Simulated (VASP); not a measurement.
Runs of VASP 6.6.1 on BC4. The structure is that of space group Pmmm (No. 47), or close to it. The cells are those of the table. 

```tsv
cell	k mesh	gap on the mesh (eV)	largest force (eV/Å)
a = 3.006, b = 3.191, c = 26.284 Å, 5 atoms	14 × 10 × 1	none	0.07
a = 3.006, b = 3.191, c = 26.284 Å, 5 atoms	12 × 12 × 1	none	0.14
a = 3.006, b = 3.164, c = 26.284 Å, 5 atoms	12 × 12 × 1	none	(a)
a = 2.898, b = 4.341, c = 26.284 Å, 5 atoms	6 × 4 × 1	none	0.07
a = 3.515, b = 4.649, c = 16.000 Å, 5 atoms	6 × 4 × 1	none	18.25
```

Alike in all rows: task single point; level PBE; potentials or basis VASP PAW PBE potentials, release 64 (B, C); no spin polarisation; cutoff (eV) 520; smearing gaussian 0.1 eV.

Problem. Fill in the values left out.

Solution. (a) 0.06.

Caveats: some runs use coarse meshes.

A gap of «none» marks levels without a gap at the run's occupations.
